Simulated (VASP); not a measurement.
# SiC2 (I4_1/amd) in VASP: further runs

SiC2 is run at these levels: PBE; tasks: single point, relaxation of cell and atoms.

All numbers are computed with VASP 6.6.1; they aren't measurements. Logs are shortened: lines on timing, memory, paths and dates and some standing lists are left out, and cuts for length are marked.

### 1 The cell of the first run

It takes space group I4_1/amd (No. 141, tetragonal). Conventional cell: a = 2.947 Å, b = 2.947 Å, c = 12.543 Å, α = 90.00°, β = 90.00°, γ = 90.00°. Within 2.5 Å of Si (site symmetry -4m2) lie 4 C at 1.86 Å. C (site symmetry 2mm) has 2 C at 1.71 Å and 2 Si at 1.86 Å within 2.3 Å.

### 2 Single point, PBE

File INCAR:

```
SYSTEM = SiC2
PREC = Accurate ; ENCUT = 520
EDIFF = 1E-6 ; ISMEAR = 0
SIGMA = 0.1 ; LREAL = .FALSE.
LASPH = .TRUE. ; NELM = 100
ALGO = Normal ; ISIF = 2
LWAVE = .FALSE. ; LCHARG = .FALSE.
GGA = PE ; NBANDS = 21
```

File KPOINTS:

```
regular mesh
0
G
  8 8 8
  0 0 0
```

File POSCAR:

```
SiC2
1.0
   -1.4734392491      1.4734392491      6.2714081486
    1.4734392491     -1.4734392491      6.2714081486
    1.4734392491      1.4734392491     -6.2714081486
Si C
2 4
Direct
    0.0000000000      0.0000000000      0.0000000000
    0.7500000000      0.2500000000      0.5000000000
    0.6597018253      0.6597018253      0.0000000000
    0.3402981747      0.3402981747      0.0000000000
    0.4097018253      0.9097018253      0.5000000000
    0.0902981747      0.5902981747      0.5000000000
```

Potentials or basis: VASP PAW PBE potentials, release 64 (Si, C).

Started as:

```bash
$ cat potpaw_PBE.64/Si/POTCAR potpaw_PBE.64/C/POTCAR > POTCAR
$ mpirun -np 1 vasp_std > vasp.out
```

OUTCAR:

```text
SYSTEM = SiC2
   PREC = Accurate
   ENCUT = 520
   EDIFF = 1E-6
   ISMEAR = 0
   LREAL = .FALSE.
   LASPH = .TRUE.
   NELM = 100
   ISIF = 2
   GGA = PE

 ion  position               nearest neighbor table
   1  0.000  0.000  0.000-   6 1.86   5 1.86   6 1.86   5 1.86
   2  0.750  0.250  0.500-   4 1.86   3 1.86   4 1.86   3 1.86
   3  0.660  0.660  0.000-   6 1.71   6 1.71   2 1.86   2 1.86
   4  0.340  0.340  0.000-   5 1.71   5 1.71   2 1.86   2 1.86
   5  0.410  0.910  0.500-   4 1.71   4 1.71   1 1.86   1 1.86
   6  0.090  0.590  0.500-   3 1.71   3 1.71   1 1.86   1 1.86

  LATTYP: Found a body centered tetragonal cell.
 ALAT       =     2.9468784982
 C/A-ratio  =     4.2563058860

  Lattice vectors:

 A1 = (  -1.4734392491,   1.4734392491,   6.2714081486)
 A2 = (   1.4734392491,  -1.4734392491,   6.2714081486)
 A3 = (   1.4734392491,   1.4734392491,  -6.2714081486)

Analysis of symmetry for initial positions (statically):
=====================================================================
 Subroutine PRICEL returns:
 Original cell was already a primitive cell.

 Routine SETGRP: Setting up the symmetry group for a
 body centered tetragonal supercell.

 Subroutine GETGRP returns: Found 16 space group operations
 (whereof  8 operations were pure point group operations)
 out of a pool of 16 trial point group operations.

The static configuration has the point symmetry D_2d.
 The point group associated with its full space group is D_4h.

Analysis of symmetry for dynamics (positions and initial velocities):
=====================================================================
 Subroutine PRICEL returns:
 Original cell was already a primitive cell.

 Routine SETGRP: Setting up the symmetry group for a
 body centered tetragonal supercell.

 Subroutine GETGRP returns: Found 16 space group operations
 (whereof  8 operations were pure point group operations)
 out of a pool of 16 trial point group operations.

The dynamic configuration has the point symmetry D_2d.
 The point group associated with its full space group is D_4h.

 Subroutine INISYM returns: Found 16 space group operations
 (whereof  8 operations are pure point group operations),
 and found     1 'primitive' translations

----------------------------------------------------------------------------------------

                                     Primitive cell

  volume of cell :      54.4615

[... 98 lines left out ...]
   EDIFFG = 0.1E-04   stopping-criterion for IOM
   NSW    =      0    number of steps for IOM
   IBRION =     -1    ionic relax: 0-MD 1-quasi-New 2-CG
   NFREE  =      0    steps in history (QN), initial steepest desc. (CG)
   ISIF   =      2    stress and relaxation
   ISYM   =      2    0-nonsym 1-usesym 2-fastsym
   POTIM  = 0.5000    time-step for ionic-motion
   TEBEG  =    0.0;   TEEND  =   0.0 temperature during run
   PSTRESS=    0.0 pullay stress
   NELECT =      24.0000    total number of electrons
   NUPDOWN=      -1.0000    fix difference up-down
   EMIN   =  10.00;   EMAX   =-10.00  energy-range for DOS
   EFERMI =   0.00;   METHOD = LEGACY
   ISMEAR =     0;   SIGMA  =   0.10  broadening in eV -4-tet -1-fermi 0-gaus
   EFERMI_NEDOS =   21; number of points for ismear=-14 and -15
   IALGO  =     38    algorithm
   IMIX   =      4    mixing-type and parameters
     AMIX     =   0.40;   BMIX     =  1.00
     AMIX_MAG =   1.60;   BMIX_MAG =  1.00
  volume/ion in A,a.u.               =       9.08        61.25
  Fermi-wavevector in a.u.,A,eV,Ry     =   1.245801  2.354223 21.116522  1.552021
  Thomas-Fermi vector in A             =   2.380007
   LORBIT       =      0    0 simple, 1 ext, 2 COOP (PROOUT), +10 PAW based schemes
   GGA     = PE    functional components
   LHFCALC =     F    Hartree Fock is set to
   AEXX    =    0.0000 exact exchange contribution
   IVDW    =     0    specifies the selected vdW correction
   LEPSILON=     F    determine dielectric tensor
   LRPA    =     F    only Hartree local field effects (RPA)
 non-spin polarized calculation
 Gauss-broadening in eV      SIGMA  =   0.10
  energy-cutoff  :      520.00
  volume of cell :       54.46
 maximum number of plane-waves:      1503
 NGX is ok and might be reduce to    50
   NGX = 25   NGY = 25   NGZ = 25

 number of electron      24.0000002 magnetization

 Free energy of the ion-electron system (eV)
  ---------------------------------------------------
  ext. energy  EPLUGINS =         0.00000000
  ---------------------------------------------------
  free energy    TOTEN  =       -45.03223438 eV

  energy without entropy =      -45.03223438  energy(sigma->0) =      -45.03223438

 E-fermi :   9.9209     XC(G=0): -11.6553

 val. band max:        9.4387915137   @ k =   0.0000   0.0000   0.0000
 cond. band min:      10.3330829719   @ k =   0.0000   0.0000   0.0000
 fundamental gap:      0.8942914582
 Fermi energy:         9.9209396574

 k-point     1 :       0.0000    0.0000    0.0000
  band No.  band energies     occupation
      1      -8.6057      2.00000
      2      -6.4346      2.00000
      3      -4.4158      2.00000
      4       1.5314      2.00000
      5       3.4680      2.00000
      6       4.1230      2.00000
[... 565 lines left out ...]
     20      18.3139      0.00000
     21      18.7869      0.00000

 [... further k-points ...]

------------------------ aborting loop because EDIFF is reached ----------------------------------------

  FORCE on cell =-STRESS in cart. coord.  units (eV):
  Direction    XX          YY          ZZ          XY          YZ          ZX
  --------------------------------------------------------------------------------------
  -------------------------------------------------------------------------------------
  Total       -0.1132534     -0.1132534     -0.1356159      0.0000000      0.0000000      0.0000000
  in kB       -3.3317500     -3.3317500     -3.9896220      0.0000000      0.0000000      0.0000000
  external PRESSURE =      -3.5510407 kB  Pullay stress =       0.0000000 kB

 VOLUME and BASIS-vectors are now :
 -----------------------------------------------------------------------------
  energy-cutoff  :      520.00
  volume of cell :       54.46
      direct lattice vectors                 reciprocal lattice vectors
    -1.473439249  1.473439249  6.271408149     0.000000000  0.339342121  0.079726911
     1.473439249 -1.473439249  6.271408149     0.339342121  0.000000000  0.079726911
     1.473439249  1.473439249 -6.271408149     0.339342121  0.339342121  0.000000000

 POSITION                                       TOTAL-FORCE (eV/Angst)
 -----------------------------------------------------------------------------------
      0.00000      0.00000      0.00000        -0.000000     -0.000000      0.000000
      0.00000      1.47344      3.13570        -0.000000     -0.000000      0.000000
      0.00000      0.00000      8.27452         0.000000     -0.000000      0.008834
      0.00000      0.00000      4.26830         0.000000     -0.000000     -0.008834
      1.47344      0.00000      5.13881        -0.000000      0.000000      0.008834
      1.47344      0.00000      1.13259        -0.000000      0.000000     -0.008834
 -----------------------------------------------------------------------------------
    total drift:                                0.000000     -0.000000      0.000000

  FREE ENERGIE OF THE ION-ELECTRON SYSTEM (eV)
  ---------------------------------------------------
  free  energy   TOTEN  =       -45.0322343814 eV

  energy  without entropy=      -45.0322343814  energy(sigma->0) =      -45.03223438
```

stdout:

```text
POSCAR found type information on POSCAR SiC
 POSCAR found :  2 types and       6 ions
 scaLAPACK will be used
 LDA part: xc-table for (Slater+PW92), standard interpolation
 POSCAR, INCAR and KPOINTS ok, starting setup
 FFT: planning ... GRIDC
 FFT: planning ... GRID_SOFT
 FFT: planning ... GRID
 WAVECAR not read
 entering main loop
```

It took 6.4 min on 1 thread of AMD EPYC 7R43 (Zen 3), shared host; peak memory 0.32 GiB.

Results:

```
Free energy            : -45.0322 eV
Pressure               : -0.4 GPa
Largest force          : 0.009 eV/Å
Band gap on the k mesh : 0.89 eV
```

Forces in eV/Å, atoms in the order of the input:
```
Si   0.000  0.000  0.000
Si   0.000  0.000  0.000
C    0.000  0.000  0.009
C    0.000  0.000 -0.009
C    0.000  0.000  0.009
C    0.000  0.000 -0.009
```

Levels at points of the mesh, in eV from the valence-band top:
| k point | band 10 | band 11 | band 12 | band 13 | band 14 | band 15 |
| --- | --- | --- | --- | --- | --- | --- |
| (0.00, 0.00, 0.00) | -1.59 | 0.00 | 0.00 | 0.89 | 2.05 | 2.28 |
| (0.50, 0.00, 0.00) | -2.55 | -2.16 | -2.13 | 2.43 | 4.54 | 4.56 |
| (0.50, 0.50, 0.00) | -6.39 | -5.19 | -5.19 | 1.76 | 1.76 | 4.02 |
| (0.50, 0.50, 0.50) | -3.16 | -0.57 | -0.57 | 1.59 | 1.59 | 2.26 |

A k mesh can miss the band edges.

### 3 Single point, PBE

This run uses another cell than the first one, of 13.61 Å³/atom.

File INCAR:

```
PREC = Accurate
ENCUT = 520
EDIFF = 1E-6
ISMEAR = 0
SIGMA = 0.1
LREAL = F
LASPH = T
NELM = 80
ALGO = Normal
ISIF = 2
LWAVE = F
LCHARG = T
GGA = PE
LELF = T
LVHAR = T
NBANDS = 21
```

File KPOINTS:

```
Automatic mesh
0
Gamma
  8 8 8
```

File POSCAR:

```
SiC2
1.0
   -1.6881747700      1.6881747700      7.1623189600
    1.6881747700     -1.6881747700      7.1623189600
    1.6881747700      1.6881747700     -7.1623189600
Si C
2 4
Direct
    0.0000000000      0.0000000000      0.0000000000
    0.7500000000      0.2500000000      0.5000000000
    0.6666666700      0.6666666700      0.0000000000
    0.3333333300      0.3333333300      0.0000000000
    0.4166666700      0.9166666700      0.5000000000
    0.0833333300      0.5833333300      0.5000000000
```

Potentials or basis: VASP PAW PBE potentials, release 64 (Si, C).

Started as:

```bash
$ cat potpaw_PBE.64/Si/POTCAR potpaw_PBE.64/C/POTCAR > POTCAR
$ mpirun -np 1 vasp_std > vasp.out
```

OUTCAR:

```text
PREC = Accurate
   ENCUT = 520
   EDIFF = 1E-6
   ISMEAR = 0
   LREAL = F
   LASPH = T
   NELM = 80
   ISIF = 2
   GGA = PE

 ion  position               nearest neighbor table
   1  0.000  0.000  0.000-   5 2.07   6 2.07   6 2.07   5 2.07
   2  0.750  0.250  0.500-   3 2.07   4 2.07   4 2.07   3 2.07
   3  0.667  0.667  0.000-   2 2.07   2 2.07   6 2.07   6 2.07
   4  0.333  0.333  0.000-   2 2.07   2 2.07   5 2.07   5 2.07
   5  0.417  0.917  0.500-   1 2.07   1 2.07   4 2.07   4 2.07
   6  0.083  0.583  0.500-   1 2.07   1 2.07   3 2.07   3 2.07

  LATTYP: Found a body centered tetragonal cell.
 ALAT       =     3.3763495400
 C/A-ratio  =     4.2426406835

  Lattice vectors:

 A1 = (  -1.6881747700,   1.6881747700,   7.1623189600)
 A2 = (   1.6881747700,  -1.6881747700,   7.1623189600)
 A3 = (   1.6881747700,   1.6881747700,  -7.1623189600)

Analysis of symmetry for initial positions (statically):
=====================================================================
 Subroutine PRICEL returns:
 Original cell was already a primitive cell.

 Routine SETGRP: Setting up the symmetry group for a
 body centered tetragonal supercell.

 Subroutine GETGRP returns: Found 16 space group operations
 (whereof  8 operations were pure point group operations)
 out of a pool of 16 trial point group operations.

The static configuration has the point symmetry D_2d.
 The point group associated with its full space group is D_4h.

Analysis of symmetry for dynamics (positions and initial velocities):
=====================================================================
 Subroutine PRICEL returns:
 Original cell was already a primitive cell.

 Routine SETGRP: Setting up the symmetry group for a
 body centered tetragonal supercell.

 Subroutine GETGRP returns: Found 16 space group operations
 (whereof  8 operations were pure point group operations)
 out of a pool of 16 trial point group operations.

The dynamic configuration has the point symmetry D_2d.
 The point group associated with its full space group is D_4h.
[... 130 lines left out ...]
  Thomas-Fermi vector in A             =   2.224685
   LORBIT       =      0    0 simple, 1 ext, 2 COOP (PROOUT), +10 PAW based schemes
   GGA     = PE    functional components
   LHFCALC =     F    Hartree Fock is set to
   AEXX    =    0.0000 exact exchange contribution
   IVDW    =     0    specifies the selected vdW correction
   LEPSILON=     F    determine dielectric tensor
   LRPA    =     F    only Hartree local field effects (RPA)
 non-spin polarized calculation
 Gauss-broadening in eV      SIGMA  =   0.10
  energy-cutoff  :      520.00
  volume of cell :       81.65
 maximum number of plane-waves:      2222
   NGX = 27   NGY = 27   NGZ = 27

 number of electron      24.0000000 magnetization

 Free energy of the ion-electron system (eV)
  ---------------------------------------------------
  ext. energy  EPLUGINS =         0.00000000
  ---------------------------------------------------
  free energy    TOTEN  =       -40.01396147 eV

  energy without entropy =      -40.01396145  energy(sigma->0) =      -40.01396146

 E-fermi :   4.4112     XC(G=0):  -9.8919

 val. band max:        4.0986981286   @ k =   0.0000   0.0000   0.0000
 cond. band min:       4.7127406985   @ k =   0.0000   0.0000   0.0000
 fundamental gap:      0.6140425699
 Fermi energy:         4.4111719616

 k-point     1 :       0.0000    0.0000    0.0000
  band No.  band energies     occupation
      1      -9.4514      2.00000
      2      -7.5759      2.00000
      3      -6.9960      2.00000
      4      -2.9415      2.00000
      5      -0.3138      2.00000
      6       1.5520      2.00000
[... 565 lines left out ...]
     20      10.7991      0.00000
     21      11.0894      0.00000

 [... further k-points ...]

------------------------ aborting loop because EDIFF is reached ----------------------------------------

  FORCE on cell =-STRESS in cart. coord.  units (eV):
  Direction    XX          YY          ZZ          XY          YZ          ZX
  --------------------------------------------------------------------------------------
  -------------------------------------------------------------------------------------
  Total      -19.5921379    -19.5921379    -22.3152095      0.0000000      0.0000000      0.0000000
  in kB     -384.4536168   -384.4536168   -437.8880479      0.0000000      0.0000000      0.0000000
  external PRESSURE =    -402.2650938 kB  Pullay stress =       0.0000000 kB

 VOLUME and BASIS-vectors are now :
 -----------------------------------------------------------------------------
  energy-cutoff  :      520.00
  volume of cell :       81.65
      direct lattice vectors                 reciprocal lattice vectors
    -1.688174770  1.688174770  7.162318960     0.000000000  0.296177866  0.069809792
     1.688174770 -1.688174770  7.162318960     0.296177866  0.000000000  0.069809792
     1.688174770  1.688174770 -7.162318960     0.296177866  0.296177866  0.000000000

 POSITION                                       TOTAL-FORCE (eV/Angst)
 -----------------------------------------------------------------------------------
      0.00000      0.00000      0.00000         0.000000      0.000000     -0.000000
     -0.00000      1.68817      3.58116         0.000000      0.000000      0.000000
      0.00000      0.00000      9.54976        -0.000000      0.000000     -0.492447
      0.00000      0.00000      4.77488        -0.000000      0.000000      0.492447
      1.68817      0.00000      5.96860         0.000000     -0.000000     -0.492447
      1.68817      0.00000      1.19372         0.000000     -0.000000      0.492447
 -----------------------------------------------------------------------------------
    total drift:                                0.000000      0.000000      0.000000

  FREE ENERGIE OF THE ION-ELECTRON SYSTEM (eV)
  ---------------------------------------------------
  free  energy   TOTEN  =       -40.0139614712 eV

  energy  without entropy=      -40.0139614460  energy(sigma->0) =      -40.01396146
```

stdout:

```text
POSCAR found type information on POSCAR SiC
 POSCAR found :  2 types and       6 ions
 scaLAPACK will be used
 LDA part: xc-table for (Slater+PW92), standard interpolation
 POSCAR, INCAR and KPOINTS ok, starting setup
 FFT: planning ... GRIDC
 FFT: planning ... GRID_SOFT
 FFT: planning ... GRID
 WAVECAR not read
 entering main loop
```

It took 9.1 min on 1 thread of AMD EPYC 7R43 (Zen 3), shared host; peak memory 0.41 GiB.

What came out:

| Quantity | Value |
| --- | --- |
| Free energy | -40.0140 eV |
| Pressure | -40.2 GPa |
| Largest force | 0.492 eV/Å |
| Band gap on the k mesh | 0.61 eV |

Forces on the atoms (eV/Å):
```
Si   0.000  0.000  0.000
Si   0.000  0.000  0.000
C    0.000  0.000 -0.492
C    0.000  0.000  0.492
C    0.000  0.000 -0.492
C    0.000  0.000  0.492
```

Stress tensor (GPa, compression positive):
```
-38.45   0.00   0.00
  0.00 -38.45   0.00
  0.00   0.00 -43.79
```

Levels at points of the mesh, in eV from the valence-band top:
| k point | band 9 | band 10 | band 11 | band 12 | band 13 | band 14 | band 15 | band 16 |
| --- | --- | --- | --- | --- | --- | --- | --- | --- |
| (0.00, 0.00, 0.00) | -2.33 | -0.68 | 0.00 | 0.00 | 0.61 | 2.56 | 2.79 | 3.24 |
| (0.50, 0.00, 0.00) | -1.52 | -1.34 | -1.26 | -1.24 | 1.30 | 3.53 | 3.67 | 4.04 |
| (0.50, 0.50, 0.00) | -3.56 | -3.56 | -2.90 | -2.90 | 2.06 | 2.06 | 3.75 | 3.75 |
| (0.50, 0.50, 0.50) | -1.52 | -1.52 | -0.68 | -0.68 | 1.80 | 1.80 | 2.63 | 2.63 |

Caveat: the stress differs along the axes, from -44 to -38 GPa; semilocal functionals underestimate gaps, and a narrow one can read as zero. A k mesh can miss the band edges.

(Part 1 of 3 ends here.)
